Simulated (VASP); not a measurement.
Input of a VASP 6.6.1 run:

The input INCAR:

```
  PREC = Accurate
  ENCUT = 500
  EDIFF = 1E-6
  ISMEAR = 0
  SIGMA = 0.02
  LREAL = F
  LASPH = T
  NELM = 120
  ALGO = Normal
  ISIF = 2
  LWAVE = F
  LCHARG = F
  GGA = PE
  NBANDS = 10
  GGA_COMPAT = F
```

KPOINTS

```
regular mesh
0
Gamma
  9 9 6
```

File POSCAR:

```
H
1.0
    3.8401304226      0.0000000000      0.0000000000
   -1.9200652113      3.3256504998      0.0000000000
    0.0000000000      0.0000000000      5.0466615500
H
4
Direct
    0.3333333333      0.6666666667      0.1756273648
    0.6666666667      0.3333333333      0.6756273648
    0.6666666667      0.3333333333      0.8243726352
    0.3333333333      0.6666666667      0.3243726352
```

Potentials or basis: VASP PAW PBE potentials, release 64 (H).

Command:

```sh
$ cat potpaw_PBE.64/H/POTCAR > POTCAR
$ mpirun -np 1 vasp_std > vasp.out
```

What does it give for the largest force?

0.007 eV/Å.

Predict the pressure.

-0.2 GPa.

Predict the band gap on the k mesh.

9.29 eV.

Forces in eV/Å, atoms in the order of the input:
```
H    0.000  0.000  0.007
H    0.000  0.000  0.007
H    0.000  0.000 -0.007
H    0.000  0.000 -0.007
```

Caveat: this functional lacks dispersion, which holds the molecules together, so the pressure and a relaxed volume are unreliable. A k mesh can miss the band edges.
